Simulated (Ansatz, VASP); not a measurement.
CsCdCl3: VASP beside Ansatz

Contents of INCAR:

```
SYSTEM = CsCdCl3
PREC = Accurate
ENCUT = 520
EDIFF = 1E-7
ISMEAR = 0
SIGMA = 0.05
LREAL = .False.
LASPH = .True.
NELM = 60
ALGO = Normal
ISIF = 2
LWAVE = .False.
LCHARG = .False.
NBANDS = 29
```

File KPOINTS:

```
Automatic mesh
0
Gamma
  6 6 6
  0 0 0
```

The input POSCAR:

```
CsCdCl3
1.0
    5.2000000000      0.0000000000      0.0000000000
    0.0000000000      5.3040000000      0.0000000000
    0.0000000000      0.0000000000      5.2000000000
Cs Cd Cl
1 1 3
Direct
    0.0000000000      0.0000000000      0.0000000000
    0.5000000000      0.5000000000      0.5000000000
    0.0000000000      0.5000000000      0.5000000000
    0.5000000000      0.0000000000      0.5000000000
    0.5000000000      0.5000000000      0.0000000000
```

Input for Ansatz:

```yaml
crystal:
  lattice:
    - [5.2, 0.0, 0.0]
    - [0.0, 5.304, 0.0]
    - [0.0, 0.0, 5.2]
  atoms:
    - { symbol: Cs, position: [0.0, 0.0, 0.0] }
    - { symbol: Cd, position: [0.5, 0.5, 0.5] }
    - { symbol: Cl, position: [0.0, 0.5, 0.5] }
    - { symbol: Cl, position: [0.5, 0.0, 0.5] }
    - { symbol: Cl, position: [0.5, 0.5, 0.0] }
basis:
  ecutwfc: 420
kpoints:
  mp_grid: { grid: [6, 6, 6] }
hamiltonian:
  xc: lda
scf:
  occupations: { method: gaussian, width: 0.05 }
output:
  forces: true
  stress: true
  eigenvalues: true
```

Change from the starting cell: strain +0.0200 x Voigt [0, 1, 0, 0, 0, 0], atoms carried along.

Alike in both runs: task single point; functional LDA; k mesh 6 × 6 × 6; occupations gaussian, width 0.05 eV; no spin polarisation.

|  | VASP | Ansatz |
| --- | --- | --- |
| version | VASP 6.6.1 | Ansatz 0.2.0 |
| potentials or method | VASP PAW LDA potentials, release 64 (Cs_sv, Cd, Cl), cutoff 520 eV | scalar-relativistic, plane waves, PAW |
| valence electrons in the cell | 42 | 50 |

```csv
,VASP,Ansatz,Ansatz less VASP
gap on the k mesh at the Fermi level (eV),1.47,1.44,-0.027
least direct gap on the mesh (eV),2.04,2.01,-0.022
pressure (GPa),-2.3,-2.5,-0.19
"traceless stress, the component that is largest in VASP (GPa)",-0.49,-0.46,+0.026
```

LDA's correlation is that of Perdew and Zunger in VASP and of Perdew and Wang (1992) in Ansatz. VASP's potentials hold 42 valence electrons a cell and Ansatz's 50, so a difference there can come from the potentials and not from the codes.

Neither program's run includes spin-orbit coupling.
